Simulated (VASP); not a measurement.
Wanted: the native input for a VASP 6.6.1 run.

```yaml
Task: single point
Functional: r2SCAN
Potentials_or_basis: VASP PAW PBE potentials, release 64 (Zn)
Cutoff: 550 eV
k_mesh: 14 × 14 × 14
Occupations: fermi-dirac, width 0.1 eV
Spin: no spin polarisation
Dipole_correction: no
Further_INCAR_settings: ALGO = Normal; EDIFF = 1e-06; NBANDS = 12
```

The system is Zn.

```
Zn
1.0
     2.54627    0.00000    0.00000
     0.00000    2.54627    0.00000
     0.00000    0.00000    2.54627
Zn
1
Cartesian
  0.0000 0.0000 0.0000
```

This isn't the form of Zn at room conditions, which is hcp.

The input as run:

POSCAR

```
Zn
1.0
    2.5462732267      0.0000000000      0.0000000000
    0.0000000000      2.5462732267      0.0000000000
    0.0000000000      0.0000000000      2.5462732267
Zn
1
Direct
    0.0000000000      0.0000000000      0.0000000000
```

INCAR.step1

```
SYSTEM = Zn
ALGO = Normal
EDIFF = 1E-5
ENCUT = 550
GGA = PE
GGA_COMPAT = .FALSE.
ISMEAR = -1
LASPH = .TRUE.
LCHARG = .FALSE.
LREAL = .FALSE.
LWAVE = .TRUE.
NBANDS = 12
NELM = 120
PREC = Accurate
SIGMA = 0.1
```

INCAR.step2

```
SYSTEM = Zn
ALGO = Normal
EDIFF = 1E-6
ENCUT = 550
GGA_COMPAT = .FALSE.
ISIF = 2
ISMEAR = -1
ISTART = 1
LASPH = .TRUE.
LCHARG = .FALSE.
LMIXTAU = .TRUE.
LREAL = .FALSE.
LWAVE = .FALSE.
METAGGA = R2SCAN
NBANDS = 12
NELM = 120
PREC = Accurate
SIGMA = 0.1
```

KPOINTS

```
k-points
0
G
  14 14 14
  0 0 0
```

Potentials or basis: VASP PAW PBE potentials, release 64 (Zn).

Run with:

```console
$ cat potpaw_PBE.64/Zn/POTCAR > POTCAR
$ cp INCAR.step1 INCAR
$ mpirun -np 1 vasp_std > vasp.out
$ cp INCAR.step2 INCAR
$ mpirun -np 1 vasp_std > vasp.out
```

Results of the run:

* Pressure: 3.1 GPa
* Band gap on the k mesh: zero (bands 6 and 7 overlap by 9.06 eV)

Caveat: the cell stands under pressure; the PAW data sets were made with another functional, which shifts forces and pressure a little.

It took 29 s on 1 thread of Intel(R) Xeon(R) 6975P-C (Granite Rapids), on a shared host, peak memory 0.14 GiB.
